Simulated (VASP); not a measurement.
# InAs (P6/mmm) in VASP: a series of runs

InAs is run at these levels: PBE; tasks: single point, relaxation of cell and atoms.

All numbers are computed with VASP 6.6.1; they aren't measurements. Logs are shortened: lines on timing, memory, paths and dates and some standing lists are left out, and cuts for length are marked.

## Step 1: The cell of the first run

It takes space group P6/mmm (No. 191, hexagonal). Conventional cell: a = 3.119 Å, b = 3.119 Å, c = 5.529 Å, α = 90.00°, β = 90.00°, γ = 120.00°. In (site symmetry 6/mmm) has 2 As at 2.76 Å and 6 In at 3.12 Å within 3.6 Å. Within 3.6 Å of As (site symmetry 6/mmm) lie 2 In at 2.76 Å and 6 As at 3.12 Å.

## Step 2: Single point, PBE

INCAR reads:

```
PREC = Accurate
ENCUT = 500
EDIFF = 1E-6
ISMEAR = 0
SIGMA = 0.1
LREAL = False
LASPH = True
NELM = 120
ALGO = Normal
ISIF = 2
LWAVE = False
LCHARG = False
GGA = PE
NBANDS = 16
GGA_COMPAT = False
```

KPOINTS reads:

```
regular mesh
0
Gamma
  6 6 4
```

POSCAR reads:

```
InAs
1.0
    3.1194846612      0.0000000000      0.0000000000
   -1.5597423306      2.7015529633      0.0000000000
    0.0000000000      0.0000000000      5.5288759499
In As
1 1
Direct
    0.0000000000      0.0000000000      0.0000000000
    0.0000000000      0.0000000000      0.5000000000
```

Potentials or basis: VASP PAW PBE potentials, release 64 (In_d, As).

Command:

```sh
$ cat potpaw_PBE.64/In_d/POTCAR potpaw_PBE.64/As/POTCAR > POTCAR
$ mpirun -np 1 vasp_std > vasp.out
```

OUTCAR:

```text
PREC = Accurate
   ENCUT = 500
   EDIFF = 1E-6
   ISMEAR = 0
   LREAL = False
   LASPH = True
   NELM = 120
   ISIF = 2
   GGA = PE

 ion  position               nearest neighbor table
   1  0.000  0.000  0.000-   2 2.76   2 2.76
   2  0.000  0.000  0.500-   1 2.76   1 2.76

  LATTYP: Found a hexagonal cell.
 ALAT       =     3.1194846612
 C/A-ratio  =     1.7723683718

  Lattice vectors:

 A1 = (   3.1194846612,   0.0000000000,   0.0000000000)
 A2 = (  -1.5597423306,   2.7015529633,   0.0000000000)
 A3 = (   0.0000000000,   0.0000000000,   5.5288759499)

Analysis of symmetry for initial positions (statically):
=====================================================================
 Subroutine PRICEL returns:
 Original cell was already a primitive cell.

 Routine SETGRP: Setting up the symmetry group for a
 hexagonal supercell.

 Subroutine GETGRP returns: Found 24 space group operations
 (whereof 24 operations were pure point group operations)
 out of a pool of 24 trial point group operations.

The static configuration has the point symmetry D_6h.

Analysis of symmetry for dynamics (positions and initial velocities):
=====================================================================
 Subroutine PRICEL returns:
 Original cell was already a primitive cell.

 Routine SETGRP: Setting up the symmetry group for a
 hexagonal supercell.

 Subroutine GETGRP returns: Found 24 space group operations
 (whereof 24 operations were pure point group operations)
 out of a pool of 24 trial point group operations.

The dynamic configuration has the point symmetry D_6h.

 Subroutine INISYM returns: Found 24 space group operations
 (whereof 24 operations are pure point group operations),
 and found     1 'primitive' translations

----------------------------------------------------------------------------------------

                                     Primitive cell

  volume of cell :      46.5943

  direct lattice vectors                    reciprocal lattice vectors
     3.119484661  0.000000000  0.000000000     0.320565769  0.185078733  0.000000000
    -1.559742331  2.701552963  0.000000000     0.000000000  0.370157466  0.000000000
     0.000000000  0.000000000  5.528875950     0.000000000  0.000000000  0.180868590

  length of vectors
     3.119484661  3.119484661  5.528875950     0.370157466  0.370157466  0.180868590

  position of ions in fractional coordinates (direct lattice)
     0.000000000  0.000000000  0.000000000
     0.000000000  0.000000000  0.500000000

  ion indices of the primitive-cell ions
   primitive index   ion index
                 1           1
                 2           2

----------------------------------------------------------------------------------------

 KPOINTS: regular mesh

Automatic generation of k-mesh.
 Grid dimensions read from file:
 generate k-points for:    6    6    4

 Generating k-lattice:

  Cartesian coordinates                     Fractional coordinates (reciprocal lattice)
     0.053427628  0.030846456  0.000000000     0.166666667  0.000000000  0.000000000
     0.000000000  0.061692911  0.000000000     0.000000000  0.166666667  0.000000000
     0.000000000  0.000000000  0.045217148     0.000000000  0.000000000  0.250000000

  Length of vectors
     0.061692911  0.061692911  0.045217148

  Shift w.r.t. Gamma in fractional coordinates (k-lattice)
     0.000000000  0.000000000  0.000000000

 Subroutine IBZKPT returns following result:
 ===========================================

 Found     21 irreducible k-points:

 Following reciprocal coordinates:
            Coordinates               Weight
  0.000000  0.000000  0.000000      1.000000
  0.166667  0.000000  0.000000      6.000000
  0.333333  0.000000  0.000000      6.000000
  0.500000  0.000000  0.000000      3.000000
  0.166667  0.166667  0.000000      6.000000
  0.333333  0.166667  0.000000     12.000000
[... 13 lines left out ...]
  0.333333  0.166667  0.500000     12.000000
  0.333333  0.333333  0.500000      2.000000
   k-points           NKPTS =     21   k-points in BZ     NKDIM =     21   number of bands    NBANDS=     16
   number of dos      NEDOS =    301   number of ions     NIONS =      2
   total plane-waves  NPLWV =  23040
   dimension x,y,z NGX =    24 NGY =   24 NGZ =   40
   dimension x,y,z NGXF=    48 NGYF=   48 NGZF=   80
   ions per type =               1   1
   NGX,Y,Z   is equivalent  to a cutoff of  12.79, 12.79, 12.03 a.u.
   NGXF,Y,Z  is equivalent  to a cutoff of  25.58, 25.58, 24.05 a.u.
 SYSTEM =  unknown system
   PREC   = accura    normal or accurate (medium, high low for compatibility)
   ISTART =      0    job   : 0-new  1-cont  2-samecut
   ICHARG =      2    charge: 1-file 2-atom 10-const
   ISPIN  =      1    spin polarized calculation?
   LNONCOLLINEAR =      F non collinear calculations
   LSORBIT =      F    spin-orbit coupling
   LASPH  =      T    aspherical Exc in radial PAW
   ENCUT  =  500.0 eV  36.75 Ry    6.06 a.u.   5.69  5.69 10.08*2*pi/ulx,y,z
   NELM   =    120;   NELMIN=  2; NELMDL= -5     # of ELM steps
   EDIFF  = 0.1E-05   stopping-criterion for ELM
   LREAL  =      F    real-space projection
   EDIFFG = 0.1E-04   stopping-criterion for IOM
   NSW    =      0    number of steps for IOM
   IBRION =     -1    ionic relax: 0-MD 1-quasi-New 2-CG
   NFREE  =      0    steps in history (QN), initial steepest desc. (CG)
   ISIF   =      2    stress and relaxation
   ISYM   =      2    0-nonsym 1-usesym 2-fastsym
   POTIM  = 0.5000    time-step for ionic-motion
   TEBEG  =    0.0;   TEEND  =   0.0 temperature during run
   PSTRESS=    0.0 pullay stress
   NELECT =      18.0000    total number of electrons
   NUPDOWN=      -1.0000    fix difference up-down
   EMIN   =  10.00;   EMAX   =-10.00  energy-range for DOS
   EFERMI =   0.00;   METHOD = LEGACY
   ISMEAR =     0;   SIGMA  =   0.10  broadening in eV -4-tet -1-fermi 0-gaus
   EFERMI_NEDOS =   21; number of points for ismear=-14 and -15
   IALGO  =     38    algorithm
   IMIX   =      4    mixing-type and parameters
     AMIX     =   0.40;   BMIX     =  1.00
     AMIX_MAG =   1.60;   BMIX_MAG =  1.00
  volume/ion in A,a.u.               =      23.30       157.22
  Fermi-wavevector in a.u.,A,eV,Ry     =   1.192307  2.253133 19.341974  1.421595
  Thomas-Fermi vector in A             =   2.328348
   LORBIT       =      0    0 simple, 1 ext, 2 COOP (PROOUT), +10 PAW based schemes
   GGA     = PE    functional components
   LHFCALC =     F    Hartree Fock is set to
   AEXX    =    0.0000 exact exchange contribution
   IVDW    =     0    specifies the selected vdW correction
   LEPSILON=     F    determine dielectric tensor
   LRPA    =     F    only Hartree local field effects (RPA)
 non-spin polarized calculation
 Gauss-broadening in eV      SIGMA  =   0.10
  energy-cutoff  :      500.00
  volume of cell :       46.59
 maximum number of plane-waves:      1208
 NGX is ok and might be reduce to    24
   NGX = 11   NGY = 11   NGZ = 21

 number of electron      17.9999999 magnetization

 Free energy of the ion-electron system (eV)
  ---------------------------------------------------
  ext. energy  EPLUGINS =         0.00000000
  ---------------------------------------------------
  free energy    TOTEN  =        -6.79796099 eV

  energy without entropy =       -6.79214048  energy(sigma->0) =       -6.79505074

 E-fermi :   6.3840     XC(G=0): -10.2871

 val. band max:        6.2591903986   @ k =   0.3333   0.1667   0.2500
 cond. band min:       6.4335815371   @ k =   0.0000   0.0000   0.5000
 fundamental gap:      0.1743911385
 Fermi energy:         6.3840089541

 k-point     1 :       0.0000    0.0000    0.0000
  band No.  band energies     occupation
      1      -8.5693      2.00000
      2      -8.3285      2.00000
      3      -8.3285      2.00000
      4      -8.0061      2.00000
      5      -8.0061      2.00000
      6      -6.1483      2.00000
[... 8 lines left out ...]
     15      18.5858      0.00000
     16      18.9979      0.00000

 k-point     2 :       0.1667    0.0000    0.0000
  band No.  band energies     occupation
      1      -8.4974      2.00000
      2      -8.3476      2.00000
      3      -8.2133      2.00000
      4      -8.0850      2.00000
      5      -8.0223      2.00000
      6      -5.6451      2.00000
[... 8 lines left out ...]
     15      17.4109      0.00000
     16      18.5369      0.00000

 k-point     3 :       0.3333    0.0000    0.0000
  band No.  band energies     occupation
      1      -8.5303      2.00000
      2      -8.2341      2.00000
      3      -8.2229      2.00000
      4      -8.0546      2.00000
      5      -7.9742      2.00000
      6      -4.2577      2.00000
[... 8 lines left out ...]
     15      15.8697      0.00000
     16      18.9335      0.00000

 k-point     4 :       0.5000    0.0000    0.0000
  band No.  band energies     occupation
      1      -8.5802      2.00000
      2      -8.3048      2.00000
      3      -8.1328      2.00000
      4      -8.0707      2.00000
      5      -7.8500      2.00000
      6      -3.0656      2.00000
[... 8 lines left out ...]
     15      16.2881      0.00000
     16      18.9165      0.00000
[... 267 lines left out ...]
 k-point    19 :       0.1667    0.1667    0.5000
  band No.  band energies     occupation
      1      -8.3794      2.00000
      2      -8.3304      2.00000
      3      -8.1925      2.00000
      4      -8.0632      2.00000
      5      -8.0365      2.00000
      6      -4.5787      2.00000
[... 8 lines left out ...]
     15      17.7318      0.00000
     16      18.4640      0.00000

 k-point    20 :       0.3333    0.1667    0.5000
  band No.  band energies     occupation
      1      -8.4319      2.00000
      2      -8.2734      2.00000
      3      -8.1423      2.00000
      4      -8.1134      2.00000
      5      -7.9472      2.00000
      6      -3.2290      2.00000
[... 8 lines left out ...]
     15      16.2173      0.00000
     16      16.6261      0.00000

 k-point    21 :       0.3333    0.3333    0.5000
  band No.  band energies     occupation
      1      -8.2154      2.00000
      2      -8.2154      2.00000
      3      -8.1609      2.00000
      4      -8.1609      2.00000
      5      -8.1382      2.00000
      6      -2.6287      2.00000
[... 8 lines left out ...]
     15      15.8211      0.00000
     16      16.3796      0.00000

------------------------ aborting loop because EDIFF is reached ----------------------------------------

  FORCE on cell =-STRESS in cart. coord.  units (eV):
  Direction    XX          YY          ZZ          XY          YZ          ZX
  --------------------------------------------------------------------------------------
  -------------------------------------------------------------------------------------
  Total       -0.0011139     -0.0011139      0.0337138      0.0000000     -0.0000000      0.0000000
  in kB       -0.0383038     -0.0383038      1.1592710      0.0000000     -0.0000000      0.0000000
  external PRESSURE =       0.3608878 kB  Pullay stress =       0.0000000 kB

 VOLUME and BASIS-vectors are now :
 -----------------------------------------------------------------------------
  energy-cutoff  :      500.00
  volume of cell :       46.59
      direct lattice vectors                 reciprocal lattice vectors
     3.119484661  0.000000000  0.000000000     0.320565769  0.185078733  0.000000000
    -1.559742331  2.701552963  0.000000000     0.000000000  0.370157466  0.000000000
     0.000000000  0.000000000  5.528875950     0.000000000  0.000000000  0.180868590

 POSITION                                       TOTAL-FORCE (eV/Angst)
 -----------------------------------------------------------------------------------
      0.00000      0.00000      0.00000        -0.000000      0.000000      0.000000
      0.00000      0.00000      2.76444         0.000000      0.000000      0.000000
 -----------------------------------------------------------------------------------
    total drift:                                0.000000     -0.000000     -0.000000

  FREE ENERGIE OF THE ION-ELECTRON SYSTEM (eV)
  ---------------------------------------------------
  free  energy   TOTEN  =        -6.7979609882 eV

  energy  without entropy=       -6.7921404848  energy(sigma->0) =       -6.79505074
```

It took 20 s on 1 thread of Intel Xeon 8259CL, shared host; peak memory 0.16 GiB.

What came out:

- Free energy: -6.7980 eV
- Pressure: 0.0 GPa
- Band gap on the k mesh: zero (band 9 reaches 10.81 eV, above the bottom of band 10 at 5.30 eV)

Levels at points of the mesh, in eV from the Fermi level:
| k point | band 7 | band 8 | band 9 | band 10 | band 11 | band 12 |
| --- | --- | --- | --- | --- | --- | --- |
| (0.00, 0.00, 0.00) | -6.96 | -4.98 | 4.43 | 4.43 | 6.90 | 10.27 |
| (0.50, 0.00, 0.00) | -4.82 | -2.09 | -1.74 | -1.09 | 1.98 | 4.11 |
| (0.00, 0.00, 0.50) | -8.92 | 0.05 | 0.95 | 4.59 | 4.59 | 10.11 |
| (0.50, 0.00, 0.50) | -4.22 | -4.17 | -2.47 | 2.23 | 3.34 | 4.98 |

Caveat: the k points lie up to 0.39 Å⁻¹ apart; spin-orbit coupling is left out, which moves the levels of the heavy elements.

## Step 3: Single point, PBE

This run uses another cell than the first one, of 28.07 Å³/atom, 1.205 times its volume.

INCAR reads:

```
PREC = Accurate
ENCUT = 500
EDIFF = 1E-6
ISMEAR = 0
SIGMA = 0.1
LREAL = F
LASPH = T
NELM = 120
ALGO = Normal
ISIF = 2
LWAVE = F
LCHARG = F
GGA = PE
NBANDS = 16
GGA_COMPAT = F
```

KPOINTS reads:

```
Automatic mesh
0
Gamma
  6 6 4
```

POSCAR reads:

```
InAs
1.0
    3.4121371000      0.0000000000      0.0000000000
   -1.7060685500      2.9549974100      0.0000000000
    0.0000000000      0.0000000000      5.5676972900
In As
1 1
Direct
    0.0000000000      0.0000000000      0.0000000000
    0.0000000000      0.0000000000      0.5000000000
```

Potentials or basis: VASP PAW PBE potentials, release 64 (In_d, As).

Command:

```sh
$ cat potpaw_PBE.64/In_d/POTCAR potpaw_PBE.64/As/POTCAR > POTCAR
$ mpirun -np 1 vasp_std > vasp.out
```

Run time: 41 s. Hardware: 1 thread of Intel Xeon 8259CL, shared host; peak memory 0.18 GiB.

It converged, with:

```yaml
Free_energy: -6.4894 eV
Pressure: -5.5 GPa
Band_gap_on_the_k_mesh: zero (band 9 reaches 7.38 eV, above the bottom of band 10 at 3.19 eV)
```

Stress tensor (GPa, compression positive):
```
-8.45  0.00  0.00
 0.00 -8.45  0.00
 0.00  0.00  0.39
```

Levels at points of the mesh, in eV from the Fermi level:
| k point | band 6 | band 7 | band 8 | band 9 | band 10 | band 11 | band 12 | band 13 |
| --- | --- | --- | --- | --- | --- | --- | --- | --- |
| (0.00, 0.00, 0.00) | -11.46 | -5.78 | -4.04 | 2.83 | 2.83 | 7.38 | 8.19 | 10.01 |
| (0.50, 0.00, 0.00) | -9.57 | -3.82 | -2.12 | -2.09 | -0.14 | 1.18 | 4.49 | 6.42 |
| (0.00, 0.00, 0.50) | -11.33 | -7.67 | 0.80 | 1.92 | 3.00 | 3.00 | 8.10 | 8.85 |
| (0.50, 0.00, 0.50) | -9.62 | -4.36 | -3.19 | -1.63 | 1.44 | 3.04 | 4.78 | 5.56 |

Caveat: spin-orbit coupling is left out, which moves the levels of the heavy elements.

## Step 4: Relaxation of cell and atoms, PBE

This run uses another cell than the first one, of 28.07 Å³/atom, 1.205 times its volume.

INCAR reads:

```
SYSTEM = InAs
PREC = Accurate
ENCUT = 500
EDIFF = 1E-7
ISMEAR = 0
SIGMA = 0.1
LREAL = .FALSE.
LASPH = .TRUE.
NELM = 120
ALGO = Normal
ISIF = 3
LWAVE = .FALSE.
LCHARG = .FALSE.
GGA = PE
IBRION = 2
NSW = 90
EDIFFG = -0.04
GGA_COMPAT = .FALSE.
NELMIN = 4
```

KPOINTS reads:

```
Automatic mesh
0
G
  6 6 4
  0 0 0
```

POSCAR is that of step 3.

Command:

```sh
$ cat potpaw_PBE.64/In_d/POTCAR potpaw_PBE.64/As/POTCAR > POTCAR
$ mpirun -np 1 vasp_std > vasp.out
```

It took 2.6 min on 1 thread of Intel Xeon 8259CL, shared host; peak memory 0.19 GiB.

The run converged. Its results:

```
Free energy                            : -6.7998 eV
Relaxed volume                         : 23.27 Å³/atom
Relaxed cell                           : a = 3.115 Å, b = 3.115 Å, c = 5.536 Å, α = 90.00°, β = 90.00°, γ = 120.00°
Space group after relaxing (to 0.05 Å) : P6/mmm (No. 191)
Energy gained by relaxing              : 155.2 meV/atom
Ionic steps                            : 6
Pressure after relaxing                : 0.1 GPa
Band gap on the k mesh                 : zero (band 9 reaches 10.86 eV, above the bottom of band 10 at 5.29 eV)
```

Stress tensor (GPa, compression positive):
```
 0.22  0.00  0.00
 0.00  0.22  0.00
 0.00  0.00 -0.08
```

The path:
| step | energy change (eV) | largest force (eV/Å) | pressure (GPa) | volume (Å³) |
| --- | --- | --- | --- | --- |
| 1 | 0.0000 | 0.0000 | -5.50 | 56.14 |
| 2 | -0.2965 | 0.0000 | -2.16 | 48.57 |
| 3 | -0.3076 | 0.0000 | -0.85 | 47.30 |
| 4 | -0.3078 | 0.0000 | -0.62 | 47.09 |
| 5 | -0.3099 | 0.0000 | 0.45 | 46.30 |
| 6 | -0.3104 | 0.0000 | 0.12 | 46.53 |

Final structure:
```
In As
1.0
     3.11549    0.00000    0.00000
    -1.55775    2.69809    0.00000
     0.00000    0.00000    5.53588
In As
1 1
Direct
  0.00000 0.00000 0.00000
  0.00000 0.00000 0.50000
```

Levels at points of the mesh, in eV from the Fermi level:
```tsv
k point	band 6	band 7	band 8	band 9	band 10	band 11	band 12	band 13
(0.00, 0.00, 0.00)	-12.55	-6.99	-4.99	4.46	4.46	6.85	10.30	11.85
(0.50, 0.00, 0.00)	-9.45	-4.83	-2.09	-1.74	-1.11	2.00	4.10	7.17
(0.00, 0.00, 0.50)	-12.37	-8.94	0.01	0.91	4.62	4.62	10.15	11.39
(0.50, 0.00, 0.50)	-9.52	-4.23	-4.16	-2.49	2.24	3.32	4.96	6.80
```

Caveat: the volume moved by over 15 % at a fixed basis, so the end points are rough; spin-orbit coupling is left out, which moves the levels of the heavy elements.

## Step 5: The runs side by side

| task | cell | gap on the mesh (eV) | pressure (GPa) |
| --- | --- | --- | --- |
| single point | a = 3.119, b = 3.119, c = 5.529 Å, angles 90.0, 90.0, 120.0°, 2 atoms | none | 0.0 |
| single point | a = 3.412, b = 3.412, c = 5.568 Å, angles 90.0, 90.0, 120.0°, 2 atoms | none | -5.5 |
| relaxation of cell and atoms | relaxed from a = 3.412, b = 3.412, c = 5.568 Å, angles 90.0, 90.0, 120.0°, 2 atoms | none | 0.1 |

Alike in all rows: level PBE; potentials or basis VASP PAW PBE potentials, release 64 (In_d, As); no spin polarisation; k mesh 6 × 6 × 4; cutoff (eV) 500; smearing gaussian 0.1 eV.

Caveats: some runs use coarse meshes; spin-orbit coupling is left out, which moves the levels of the heavy elements; the volume moved by over 15 % at a fixed basis, so the end points are rough (some runs).

Absolute energies hang on the potentials; compare differences alone.
